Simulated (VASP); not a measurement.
Here is a VASP 6.6.1 calculation.

INCAR

```
PREC = Accurate ; ENCUT = 520
EDIFF = 1E-6 ; ISMEAR = -1
SIGMA = 0.05 ; LREAL = Auto
LASPH = True ; NELM = 60
ALGO = Normal ; ISIF = 2
LWAVE = False ; LCHARG = False
GGA = PE ; NBANDS = 61
```

Contents of KPOINTS:

```
Automatic mesh
0
Gamma
  1 1 1
```

The input POSCAR:

```
H19C2NO8
1.0
    7.5190630000      0.0000000000      0.0000000000
    0.0000000000      7.5190630000      0.0000000000
    0.0000000000      0.0000000000      7.5190630000
O H C N
8 19 2 1
Direct
    0.1957291753      0.8539893867      0.7650421336
   -0.0013964506      0.2658974928      0.7323651897
    0.1166102744      0.5858575729      0.5199451049
    0.4626241328      1.0277743384      0.6112197757
    0.7356501734      0.0335813119      0.8722097421
    0.5276854310      0.8133859232      0.3562810951
    0.3600182629      0.3304002108      0.3900751995
    0.8947258455      0.8641901258      0.2128855683
    0.2347100962      0.7901383457      0.8673155152
    0.2956751393      0.9252216666      0.7241061818
    0.1016217047      0.1967665386      0.7024412483
    0.0102140386      0.3729720046      0.6531797912
    0.1408952153      0.6782760033      0.6124433324
    0.0455375889      0.6385636083      0.4236166129
    0.4419167654      1.1459805564      0.5591787168
    0.4796741296      0.9470727935      0.4995037281
    0.8303295238      0.0784539244      0.7850180268
    0.6489239417     -0.0150949660      0.7913619024
    0.6480328732      0.8208868578      0.3018461210
    0.4594854439      0.7187065729      0.2918847734
    0.2849956171      0.4252258559      0.4431403221
    0.3125123436      0.3302273169      0.2712173046
    0.9754938880      0.9629524317      0.2334732400
    0.8491616575      0.8933293949      0.0939478762
    0.5923610429      0.4579692975      0.6070836220
    0.7653214237      0.5206765790      0.7560383521
    0.6759086870      0.3079905036      0.7894467702
    0.6405186391      0.4462657116      0.7457977144
    0.5109679225      0.5206632795      0.8722097421
    0.4120194232      0.5996358855      0.9545471291
```

Potentials or basis: VASP PAW PBE potentials, release 64 (O, H, C, N).

Command:

```sh
$ cat potpaw_PBE.64/O/POTCAR potpaw_PBE.64/H/POTCAR potpaw_PBE.64/C/POTCAR potpaw_PBE.64/N/POTCAR > POTCAR
$ mpirun -np 1 vasp_gam > vasp.out
```

Estimate the band gap on the k mesh.

4.47 eV.

What does it give for the pressure?

-0.1 GPa.

Estimate the largest force.

4.626 eV/Å.

Stress tensor (GPa, compression positive):
```
 0.60 -0.65 -0.31
-0.65 -0.26  0.93
-0.31  0.93 -0.69
```

Caveat: the k points lie up to 0.84 Å⁻¹ apart.
